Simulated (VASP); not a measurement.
A run of VASP 6.6.1 is set up as follows.

The input INCAR:

```
SYSTEM = As7Ir
  ALGO = Normal
  EDIFF = 1E-6
  ENCUT = 520
  GGA = PE
  ISIF = 2
  ISMEAR = 0
  LASPH = .TRUE.
  LCHARG = .TRUE.
  LELF = .TRUE.
  LREAL = .FALSE.
  LVHAR = .TRUE.
  LWAVE = .FALSE.
  NBANDS = 32
  NELM = 60
  PREC = Accurate
  SIGMA = 0.01
```

KPOINTS

```
k-points
0
G
  6 6 8
  0 0 0
```

The input POSCAR:

```
As7Ir
1.0
    7.9840396143      0.0000000000      0.0000000000
   -3.9920198071      6.9143811308      0.0000000000
    0.0000000000      0.0000000000      4.5642766878
As Ir
7 1
Direct
    0.3545864705      0.0000000000      0.0000000000
    0.0000000000      0.3545864705      0.0000000000
    0.6454135295      0.6454135295      0.0000000000
    0.6454135295      0.0000000000      0.0000000000
    0.0000000000      0.6454135295      0.0000000000
    0.3545864705      0.3545864705      0.0000000000
    0.0000000000      0.0000000000      0.0000000000
    0.0000000000      0.0000000000      0.5000000000
```

Potentials or basis: VASP PAW PBE potentials, release 64 (As, Ir).

Run with:

```bash
$ cat potpaw_PBE.64/As/POTCAR potpaw_PBE.64/Ir/POTCAR > POTCAR
$ mpirun -np 1 vasp_std > vasp.out
```

(1) Predict the pressure.

(2) Predict the band gap on the k mesh.

## Answers

(1) 0.2 GPa.

(2) zero (bands 22 and 23 overlap by 0.02 eV).

Caveat: spin-orbit coupling is left out, which moves the levels of the heavy elements.
